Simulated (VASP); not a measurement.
# Mg in VASP: further runs

Aim: see how the results for Mg move with the level of theory and the settings. Levels: PBE, b88 exchange, pbe correlation, revPBE+D3(BJ), r2SCAN. Tasks: relaxation of the atoms, single point, relaxation of cell and atoms.

Program: VASP 6.6.1. These are calculated values, not measurements. Logs are shortened: lines on timing, memory, paths and dates and some standing lists are left out, and cuts for length are marked.

### Step 1. The cell of the first run

Symmetry: Cmcm, No. 63, orthorhombic system. The conventional cell has a = 3.081 Å, b = 5.559 Å, c = 5.210 Å, α = 90.00°, β = 90.00°, γ = 90.00°. Within 4.1 Å of Mg (site symmetry m2m) lie 12 Mg at 3.08 to 3.20 Å.

### Step 2. Relaxation of the atoms, PBE

INCAR

```
ALGO     = Normal         # electronic algorithm
EDIFF    = 1E-7           # SCF threshold, eV
EDIFFG   = -0.02          # ionic threshold
ENCUT    = 520            # plane-wave cutoff, eV
GGA      = PE             # functional
IBRION   = 2              # ionic algorithm
ISIF     = 2              # what is computed and relaxed
ISMEAR   = -1             # smearing method
LASPH    = True           # aspherical terms in the spheres
LCHARG   = False          # write CHGCAR
LREAL    = False          # projectors in reciprocal space
LWAVE    = False          # write WAVECAR
NELM     = 80             # most SCF steps
NSW      = 80             # ionic steps
PREC     = Accurate       # precision mode
SIGMA    = 0.05           # smearing width, eV
```

KPOINTS

```
k-points
0
Gamma
  10 10 5
```

POSCAR

```
Mg
1.0
    3.0809280000      0.0000000000      0.0000000000
   -1.5404640000      2.7793353284      0.0000000000
    0.0000000000      0.0000000000      5.2103000000
Mg
2
Direct
    0.6666666667      0.3333333333      0.7500000000
    0.3333333333      0.6666666667      0.2500000000
```

Potentials or basis: VASP PAW PBE potentials, release 64 (Mg).

Started as:

```
cat potpaw_PBE.64/Mg/POTCAR > POTCAR
mpirun -np 1 vasp_std > vasp.out
```

OUTCAR:

```text
EDIFF = 1E-7
   EDIFFG = -0.02
   ENCUT = 520
   GGA = PE
   IBRION = 2
   ISIF = 2
   ISMEAR = -1
   LASPH = True
   LREAL = False
   NELM = 80
   NSW = 80
   PREC = Accurate

 ion  position               nearest neighbor table
   1  0.667  0.333  0.750-   2 3.17   2 3.17   2 3.17   2 3.17   2 3.20   2 3.20
   2  0.333  0.667  0.250-   1 3.17   1 3.17   1 3.17   1 3.17   1 3.20   1 3.20

  LATTYP: Found a base centered orthorhombic cell.
 ALAT       =     3.0809280000
 B/A-ratio  =     1.8042195912
 C/A-ratio  =     1.6911463040

  Lattice vectors:

 A1 = (   1.5404640000,  -2.7793353284,   0.0000000000)
 A2 = (   1.5404640000,   2.7793353284,   0.0000000000)
 A3 = (   0.0000000000,   0.0000000000,   5.2103000000)

Analysis of symmetry for initial positions (statically):
=====================================================================
 Subroutine PRICEL returns:
 Original cell was already a primitive cell.

 Routine SETGRP: Setting up the symmetry group for a
 base centered orthorhombic supercell.

 Subroutine GETGRP returns: Found  8 space group operations
 (whereof  4 operations were pure point group operations)
 out of a pool of  8 trial point group operations.

The static configuration has the point symmetry C_2h.
 The point group associated with its full space group is D_2h.

Analysis of symmetry for dynamics (positions and initial velocities):
=====================================================================
 Subroutine PRICEL returns:
 Original cell was already a primitive cell.

 Routine SETGRP: Setting up the symmetry group for a
 base centered orthorhombic supercell.

 Subroutine GETGRP returns: Found  8 space group operations
 (whereof  4 operations were pure point group operations)
 out of a pool of  8 trial point group operations.

The dynamic configuration has the point symmetry C_2h.
 The point group associated with its full space group is D_2h.

 Subroutine INISYM returns: Found  8 space group operations
 (whereof  4 operations are pure point group operations),
 and found     1 'primitive' translations

----------------------------------------------------------------------------------------

                                     Primitive cell

  volume of cell :      44.6154

  direct lattice vectors                    reciprocal lattice vectors
     3.080928000  0.000000000  0.000000000     0.324577530  0.179899127  0.000000000
[... 99 lines left out ...]
   EMIN   =  10.00;   EMAX   =-10.00  energy-range for DOS
   EFERMI =   0.00;   METHOD = LEGACY
   ISMEAR =    -1;   SIGMA  =   0.05  broadening in eV -4-tet -1-fermi 0-gaus
   EFERMI_NEDOS =   21; number of points for ismear=-14 and -15
   IALGO  =     38    algorithm
   IMIX   =      4    mixing-type and parameters
     AMIX     =   0.40;   BMIX     =  1.00
     AMIX_MAG =   1.60;   BMIX_MAG =  1.00
  volume/ion in A,a.u.               =      22.31       150.54
  Fermi-wavevector in a.u.,A,eV,Ry     =   0.732712  1.384624  7.304510  0.536866
  Thomas-Fermi vector in A             =   1.825242
   LORBIT       =      0    0 simple, 1 ext, 2 COOP (PROOUT), +10 PAW based schemes
   GGA     = PE    functional components
   LHFCALC =     F    Hartree Fock is set to
   AEXX    =    0.0000 exact exchange contribution
   IVDW    =     0    specifies the selected vdW correction
   LEPSILON=     F    determine dielectric tensor
   LRPA    =     F    only Hartree local field effects (RPA)
 conjugate gradient relaxation of ions
 non-spin polarized calculation
  energy-cutoff  :      520.00
  volume of cell :       44.62
 maximum number of plane-waves:      1224
   NGX = 11   NGY = 11   NGZ = 19

--------------------------------------- Ionic step        1  -------------------------------------------

 number of electron       4.0000000 magnetization

 Free energy of the ion-electron system (eV)
  ---------------------------------------------------
  ext. energy  EPLUGINS =         0.00000000
  ---------------------------------------------------
  free energy    TOTEN  =        -3.00417572 eV

  energy without entropy =       -2.99590865  energy(sigma->0) =       -3.00004218

------------------------ aborting loop because EDIFF is reached ----------------------------------------

  FORCE on cell =-STRESS in cart. coord.  units (eV):
  Direction    XX          YY          ZZ          XY          YZ          ZX
  --------------------------------------------------------------------------------------
  -------------------------------------------------------------------------------------
  Total        0.5006634      0.0465358      0.3558132      0.0000000     -0.0000000      0.0000000
  in kB       17.9792330      1.6711399     12.7775432      0.0000000     -0.0000000      0.0000000
  external PRESSURE =      10.8093054 kB  Pullay stress =       0.0000000 kB
[... 95 lines left out ...]
--------------------------------------- Ionic step        4  -------------------------------------------

 number of electron       4.0000000 magnetization

 Free energy of the ion-electron system (eV)
  ---------------------------------------------------
  ext. energy  EPLUGINS =         0.00000000
  ---------------------------------------------------
  free energy    TOTEN  =        -3.00484922 eV

  energy without entropy =       -2.99656255  energy(sigma->0) =       -3.00070588

 E-fermi :   2.8363     XC(G=0):  -8.5798

 val. band max:        2.8239632233   @ k =   0.5000   0.2000   0.2000
 cond. band min:       2.8653293528   @ k =   0.4000   0.3000   0.0000
 fundamental gap:      0.0413661294
 Fermi energy:         2.8362916463

 k-point     1 :       0.0000    0.0000    0.0000
  band No.  band energies     occupation
      1      -4.2712      2.00000
      2       0.9483      2.00000
      3       1.3558      2.00000
      4      13.5949      0.00000
      5      13.7969      0.00000
      6      14.6016      0.00000
[... 199 lines left out ...]
 k-point    24 :       0.1000    0.3000    0.0000
  band No.  band energies     occupation
      1      -1.7527      2.00000
      2       3.2817      0.00027
      3       3.2987      0.00019
      4       4.4272      0.00000
      5       8.1236      0.00000
      6       8.6949      0.00000

 [... further k-points ...]

------------------------ aborting loop because EDIFF is reached ----------------------------------------

  FORCE on cell =-STRESS in cart. coord.  units (eV):
  Direction    XX          YY          ZZ          XY          YZ          ZX
  --------------------------------------------------------------------------------------
  -------------------------------------------------------------------------------------
  Total        0.4739305      0.0706904      0.3484777      0.0000000     -0.0000000      0.0000000
  in kB       17.0192326      2.5385498     12.5141202      0.0000000     -0.0000000      0.0000000
  external PRESSURE =      10.6906342 kB  Pullay stress =       0.0000000 kB
[... 17 lines left out ...]
  FREE ENERGIE OF THE ION-ELECTRON SYSTEM (eV)
  ---------------------------------------------------
  free  energy   TOTEN  =        -3.0048492199 eV

  energy  without entropy=       -2.9965625497  energy(sigma->0) =       -3.00070588

 reached required accuracy - stopping structural energy minimisation
```

CONTCAR:

```text
Mg
   1.00000000000000
     3.0809280000000001    0.0000000000000000    0.0000000000000000
    -1.5404640000000001    2.7793353284000002    0.0000000000000000
     0.0000000000000000    0.0000000000000000    5.2103000000000002
  Mg
     2
Direct
     0.6638844038917223    0.3277688076834359    0.7500000000000000
     0.3361155961082776    0.6722311923165641    0.2500000000000000

  0.00000000E+00  0.00000000E+00  0.00000000E+00
  0.00000000E+00  0.00000000E+00  0.00000000E+00
```

Wall time 14 s (1 thread of Intel Xeon 6975P-C (Granite Rapids), shared host); peak memory 0.17 GiB.

What came out:

| Quantity | Value |
| --- | --- |
| Free energy | -3.0048 eV |
| Energy gained by relaxing | 0.3 meV/atom |
| Ionic steps | 4 |
| Pressure after relaxing | 1.1 GPa |
| Largest force after relaxing | 0.010 eV/Å |
| Band gap on the k mesh | zero (bands 2 and 3 overlap by 2.10 eV) |

Forces in eV/Å, atoms in the order of the input:
```
Mg   0.000 -0.010  0.000
Mg   0.000  0.010  0.000
```

Stress tensor (GPa, compression positive):
```
1.70 0.00 0.00
0.00 0.25 0.00
0.00 0.00 1.25
```

Step by step:
```csv
step,energy change (eV),largest force (eV/Å),pressure (GPa)
1,0.0000,0.0321,1.08
2,-0.0001,0.0300,1.08
3,-0.0003,0.0236,1.08
4,-0.0007,0.0104,1.07
```

Final structure:
```yaml
crystal:
  lattice:
    - [3.08093, 0.00000, 0.00000]
    - [-1.54046, 2.77934, 0.00000]
    - [0.00000, 0.00000, 5.21030]
  atoms:
    - { symbol: Mg, position: [0.66388, 0.32777, 0.75000] }
    - { symbol: Mg, position: [0.33612, 0.67223, 0.25000] }
```

### Step 3. Single point, PBE

This run uses another cell than the first one, of 23.24 Å³/atom.

INCAR

```
SYSTEM = Mg
PREC = Accurate ; ENCUT = 600
EDIFF = 1E-6 ; ISMEAR = -1
SIGMA = 0.02 ; LREAL = .FALSE.
LASPH = .TRUE. ; NELM = 120
ALGO = Normal ; ISIF = 2
LWAVE = .FALSE. ; LCHARG = .FALSE.
GGA = PE ; NBANDS = 9
GGA_COMPAT = .FALSE.
```

KPOINTS

```
Automatic mesh
0
G
  4 4 2
  0 0 0
```

POSCAR

```
Mg
1.0
    3.2093000000      0.0000000000      0.0000000000
   -1.6046500000      2.7793353284      0.0000000000
    0.0000000000      0.0000000000      5.2103000000
Mg
2
Direct
    0.6666666667      0.3333333333      0.7500000000
    0.3333333333      0.6666666667      0.2500000000
```

Potentials or basis: VASP PAW PBE potentials, release 64 (Mg).

Started as:

```
cat potpaw_PBE.64/Mg/POTCAR > POTCAR
mpirun -np 1 vasp_std > vasp.out
```

Run time: 17 s. Hardware: 1 thread of Intel Xeon 8259CL, shared host; peak memory 0.17 GiB.

It converged, with:

```
Free energy            : -3.0298 eV
Pressure               : -0.8 GPa
Band gap on the k mesh : zero (bands 2 and 3 overlap by 2.25 eV)
```

Stress tensor (GPa, compression positive):
```
-0.48  0.00  0.00
 0.00 -0.48  0.00
 0.00  0.00 -1.48
```

Levels at points of the mesh, in eV from the Fermi level:
```
           k point  band 1  band 2  band 3  band 4  band 5  band 6
(0.00, 0.00, 0.00)   -6.47   -1.23   -0.85   11.27   11.27   11.37
(0.50, 0.00, 0.00)   -1.71   -1.71    3.07    3.44    3.64    4.05
(0.00, 0.00, 0.50)   -5.09   -5.09    5.41    5.41   12.02   12.02
(0.50, 0.00, 0.50)   -0.68   -0.68   -0.03   -0.03    8.39    8.39
```

Caveat: the k points lie up to 0.60 Å⁻¹ apart, too coarse for converged energies and pressures of a metal.

(Part 1 of 2 ends here.)
